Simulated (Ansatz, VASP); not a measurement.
One calculation of Te2Mo, two programs

```
Te Mo
1.0
     3.62175   -3.80539    0.00000
     3.62175    3.80539    0.00000
     0.00000    0.00000    3.28159
Te Mo
2 1
Cartesian
  1.8109 1.9027 0.0000
  1.8109 -1.9027 0.0000
  0.0000 0.0000 0.0000
```

Alike in both runs: functional PBE; k mesh 4 × 4 × 4; occupations gaussian, width 0.1 eV; no spin polarisation.

Ansatz relaxed the structure, and its values are those at the end. VASP's run is a single point on that final structure, the one shown.

```csv
,VASP,Ansatz
version,VASP 6.6.1,Ansatz 0.2.0
potentials or method,"VASP PAW PBE potentials, release 64 (Te, Mo_sv), cutoff 520 eV","scalar-relativistic, plane waves, PAW"
valence electrons in the cell,26,46
```

|  | VASP | Ansatz | Ansatz less VASP |
| --- | --- | --- | --- |
| gap on the k mesh at the Fermi level (eV) | none | none | - |
| pressure (GPa) | 0.0 | 0.0 | +0.05 |

A gap of «none» marks a metal or a gap that the smearing closes. With one functional, cell and mesh, what is left measures potentials, basis and numerics. VASP's potentials hold 26 valence electrons a cell and Ansatz's 46, so a difference there can come from the potentials and not from the codes.

The k mesh is coarse, so the values compare programs but aren't converged. Spin-orbit coupling is off throughout.
